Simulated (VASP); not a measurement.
A run of VASP 6.6.1 is set up as follows.

File INCAR:

```
SYSTEM = Ca
ALGO     = Normal         ! electronic algorithm
EDIFF    = 1E-6           ! SCF threshold, eV
ENCUT    = 500            ! plane-wave cutoff, eV
GGA      = PS             ! functional
GGA_COMPAT= .FALSE.      
ISIF     = 2              ! what is computed and relaxed
ISMEAR   = 0              ! smearing method
IVDW     = 12             ! dispersion correction
LASPH    = .TRUE.         ! aspherical terms in the spheres
LCHARG   = .FALSE.        ! write CHGCAR
LREAL    = .FALSE.        ! projectors in reciprocal space
LWAVE    = .FALSE.        ! write WAVECAR
NBANDS   = 11             ! bands
NELM     = 120            ! most SCF steps
PREC     = Accurate       ! precision mode
SIGMA    = 0.05           ! smearing width, eV
```

File KPOINTS:

```
k-points
0
G
  6 6 6
  0 0 0
```

POSCAR

```
Ca
1.0
    0.0000000000      2.6725692031      2.6725692031
    2.6725692031      0.0000000000      2.6725692031
    2.6725692031      2.6725692031      0.0000000000
Ca
1
Direct
    0.0000000000      0.0000000000      0.0000000000
```

Potentials or basis: VASP PAW PBE potentials, release 64 (Ca_sv).

Run with:

```bash
$ cat potpaw_PBE.64/Ca_sv/POTCAR > POTCAR
$ mpirun -np 1 vasp_std > vasp.out
```

**Question.** What does it give for the dispersion energy per atom?

**Answer.** -0.265 eV.

**Question.** What does it give for the pressure?

**Answer.** -0.1 GPa.

**Question.** Estimate the band gap on the k mesh.

**Answer.** Zero (bands 5 and 6 overlap by 0.07 eV).

Caveat: three body term missing; the PAW data sets were made with another functional, which shifts forces and pressure a little.
